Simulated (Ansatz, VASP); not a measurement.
## One calculation of InAs, two programs

```xyz
2
Lattice="0.0000 3.0536 3.0536 3.0536 0.0000 3.0536 3.0536 3.0536 0.0000" Properties=species:S:1:pos:R:3 pbc="T T T"
In    4.5803    4.5803    4.5803
As    0.0000    0.0000    0.0000
```

Alike in both runs: task relaxation of cell and atoms; functional r2SCAN; k mesh 10 × 10 × 10; occupations gaussian, width 0.01 eV; no spin polarisation.

|  | VASP | Ansatz |
| --- | --- | --- |
| version | VASP 6.6.1 | Ansatz 0.2.0 |
| potentials or method | VASP PAW PBE potentials, release 64 (In_d, As), cutoff 600 eV | scalar-relativistic, plane waves, PAW |
| valence electrons in the cell | 18 | 28 |

|  | VASP | Ansatz | Ansatz less VASP |
| --- | --- | --- | --- |
| gap on the k mesh at the Fermi level, each at its own relaxed structure (eV) | 0.08 | 0.09 | +0.011 |
| relaxed volume (Å³/atom) | 28.52 | 28.47 | -0.047 |
| relaxed cell length with the largest relative difference (Å) | 4.321 | 4.318 | -0.0024 |

VASP's potentials were made for PBE, not for r2SCAN. VASP's potentials hold 18 valence electrons a cell and Ansatz's 28, so a difference there can come from the potentials and not from the codes.
